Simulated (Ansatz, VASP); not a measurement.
## One calculation of Mg5Te2, two programs

```
Mg Te
1.0
     4.53592    0.00000    0.00000
     0.00000    4.53592    0.00000
     0.00000    0.00000    8.82448
Mg Te
5 2
Direct
  0.00000 0.50000 0.73739
  0.50000 0.00000 0.73739
  0.00000 0.50000 0.26261
  0.50000 0.00000 0.26261
  0.00000 0.00000 0.00000
  0.50000 0.50000 0.00000
  0.50000 0.50000 0.50000
```

Alike in both runs: functional PBE; k mesh 3 × 3 × 3; occupations gaussian, width 0.2 eV; no spin polarisation.

Ansatz relaxed the structure, and its values are those at the end. VASP's run is a single point on that final structure, the one shown.

```csv
,VASP,Ansatz
version,VASP 6.6.1,Ansatz 0.2.0
potentials or method,"VASP PAW PBE potentials, release 64 (Mg, Te), cutoff 520 eV","scalar-relativistic, plane waves, PAW"
valence electrons in the cell,22,82
```

```tsv
	VASP	Ansatz	Ansatz less VASP
gap on the k mesh at the Fermi level (eV)	none	none	-
pressure (GPa)	0.1	0.2	+0.07
rms of the force components (eV/Å)	0.011	0.009	-0.0017
```

A gap of «none» marks a metal or a gap that the smearing closes. With one functional, cell and mesh, what is left measures potentials, basis and numerics. VASP's potentials hold 22 valence electrons a cell and Ansatz's 82, so a difference there can come from the potentials and not from the codes.

The k mesh is coarse, so the values compare programs but aren't converged. Neither program's run includes spin-orbit coupling.
